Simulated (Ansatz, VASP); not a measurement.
One calculation of Se, two programs

The input INCAR:

```
SYSTEM = Se
PREC     = Accurate       ! precision mode
ENCUT    = 520            ! plane-wave cutoff, eV
EDIFF    = 1E-6           ! SCF threshold, eV
ISMEAR   = -1             ! smearing method
SIGMA    = 0.1            ! smearing width, eV
LREAL    = .FALSE.        ! projectors in reciprocal space
LASPH    = .TRUE.         ! aspherical terms in the spheres
NELM     = 80             ! most SCF steps
ALGO     = Normal         ! electronic algorithm
ISIF     = 2              ! what is computed and relaxed
LWAVE    = .FALSE.        ! write WAVECAR
LCHARG   = .FALSE.        ! write CHGCAR
GGA      = RP             ! functional
NBANDS   = 9              ! bands
```

File KPOINTS:

```
regular mesh
0
G
  14 14 14
  0 0 0
```

File POSCAR:

```
Se
1.0
    0.0000000000      2.0990887974      2.0990887974
    2.0990887974      0.0000000000      2.0990887974
    2.0990887974      2.0990887974      0.0000000000
Se
1
Direct
    0.0000000000      0.0000000000      0.0000000000
```

Input for Ansatz:

```yaml
crystal:
  lattice:
    - [0.0, 2.0990887974, 2.0990887974]
    - [2.0990887974, 0.0, 2.0990887974]
    - [2.0990887974, 2.0990887974, 0.0]
  atoms:
    - { symbol: Se, position: [0.0, 0.0, 0.0] }
hamiltonian:
  xc: rpbe
  pseudopotentials:
    kind: paw
    azcp:
      Se: "pseudopotentials/Se.paw.azcp"
basis:
  ecutwfc: 420
  fft_grid_basis: typed
kpoints:
  mp_grid: { grid: [14, 14, 14], shift: [0, 0, 0] }
magnetization:
  spin_polarized: false
scf:
  occupations: { method: fermi_dirac, width: 0.1 }
  lower_state_search: "off"
output:
  stress: true
```

Alike in both runs: task single point; functional RPBE; k mesh 14 × 14 × 14; occupations fermi-dirac, width 0.1 eV; no spin polarisation.

|  | VASP | Ansatz |
| --- | --- | --- |
| version | VASP 6.6.1 | Ansatz 0.2.0 |
| potentials or method | VASP PAW PBE potentials, release 64 (Se), cutoff 520 eV | plane waves (420 eV) with PAW, scalar-relativistic |
| valence electrons in the cell | 6 | 16 |

```tsv
	VASP	Ansatz	Ansatz less VASP
pressure (GPa)	10.3	10.3	+0.04
```

VASP's potentials were made for PBE, not for RPBE. VASP's potentials hold 6 valence electrons a cell and Ansatz's 16, so a difference there can come from the potentials and not from the codes.
